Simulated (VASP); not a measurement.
NaH:

```xyz
2
Lattice="0.0000 2.4400 2.4400 2.4400 0.0000 2.4400 2.4400 2.4400 0.0000" Properties=species:S:1:pos:R:3 pbc="T T T"
Na    0.0180   -0.0161   -0.0274
H     2.4480    2.4532    2.4375
```

Base run:

* Program: VASP 6.6.1
* Functional: PBE
* Potentials or basis: VASP PAW PBE potentials, release 64 (Na_pv, H)
* Cutoff: 520 eV
* k mesh: 11 × 11 × 11
* Occupations: methfessel-paxton, width 0.05 eV
* Spin: no spin polarisation

Its results: band gap on the k mesh 3.91 eV, indirect (least direct gap 4.65 eV); pressure -0.7 GPa; largest force 0.031 eV/Å.

Q: After a change of settings the same cell gave: band gap on the k mesh 3.71 eV, indirect (least direct gap 4.55 eV); pressure -0.7 GPa; largest force 0.031 eV/Å. Which change was it?
A. k mesh from 11 × 11 × 11 to 13 × 13 × 13; occupations from methfessel-paxton, width 0.05 eV to gaussian, width 0.05 eV
B. occupations from methfessel-paxton, width 0.05 eV to gaussian, width 0.05 eV
C. k mesh from 11 × 11 × 11 to 8 × 8 × 8

A: C.
